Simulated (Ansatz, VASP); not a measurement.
# Two plane-wave programs on La3N2

File INCAR:

```
SYSTEM = La3N2
PREC = Accurate ; ENCUT = 600
EDIFF = 1E-6 ; ISMEAR = 0
SIGMA = 0.1 ; LREAL = .FALSE.
LASPH = .TRUE. ; NELM = 60
ALGO = Normal ; ISIF = 3
LWAVE = .FALSE. ; LCHARG = .FALSE.
GGA = PE ; IBRION = 2
NSW = 90 ; EDIFFG = -0.04
```

KPOINTS

```
Automatic mesh
0
G
  6 6 6
  0 0 0
```

Contents of POSCAR:

```
La3N2
1.0
   -2.4317362335      2.4317362335      6.2514642485
    2.4317362335     -2.4317362335      6.2514642485
    2.4317362335      2.4317362335     -6.2514642485
La N
3 2
Direct
    0.7500000000      0.2500000000      0.5000000000
    0.2500000000      0.7500000000      0.5000000000
    0.5000000000      0.5000000000      0.0000000000
    0.3100748281      0.3100748281      0.0000000000
    0.6899251719      0.6899251719      0.0000000000
```

Input for Ansatz:

```yaml
crystal:
  lattice:
    - [-2.4317362335, 2.4317362335, 6.2514642485]
    - [2.4317362335, -2.4317362335, 6.2514642485]
    - [2.4317362335, 2.4317362335, -6.2514642485]
  atoms:
    - { symbol: La, position: [0.75, 0.25, 0.5] }
    - { symbol: La, position: [0.25, 0.75, 0.5] }
    - { symbol: La, position: [0.5, 0.5, 0.0] }
    - { symbol: "N", position: [0.3100748281, 0.3100748281, 0.0] }
    - { symbol: "N", position: [0.6899251719, 0.6899251719, 0.0] }
basis:
  ecutwfc: 420
kpoints:
  mp_grid: { grid: [6, 6, 6] }
hamiltonian:
  xc: pbe
scf:
  occupations: { method: gaussian, width: 0.1 }
  lower_state_search: "off"
output:
  forces: true
  stress: true
  eigenvalues: true
relax:
  adjacent_minimum: "off"
  f_tol: 0.04
  max_steps: 70
  cell: { stress_tol: 0.4 }
```

Alike in both runs: task relaxation of cell and atoms; functional PBE; k mesh 6 × 6 × 6; occupations gaussian, width 0.1 eV; no spin polarisation.

```csv
,VASP,Ansatz
version,VASP 6.6.1,Ansatz 0.2.0
potentials or method,"VASP PAW PBE potentials, release 64 (La, N), cutoff 600 eV","scalar-relativistic, plane waves, PAW"
valence electrons in the cell,43,43
```

Ansatz gave:

```
gap on the k mesh at the Fermi level, each at its own relaxed structure (eV) : none
relaxed volume (Å³/atom)                                                     : 29.51
relaxed length of the cell vector where the two differ most in proportion (Å)              : 7.154
```

Q: Which values does VASP return?

A: gap on the k mesh at the Fermi level, each at its own relaxed structure (eV): none; relaxed volume (Å³/atom): 29.43; relaxed length of the cell vector where the two differ most in proportion (Å): 7.140.

A gap of «none» marks a metal or a gap that the smearing closes.

Spin-orbit coupling is off throughout.
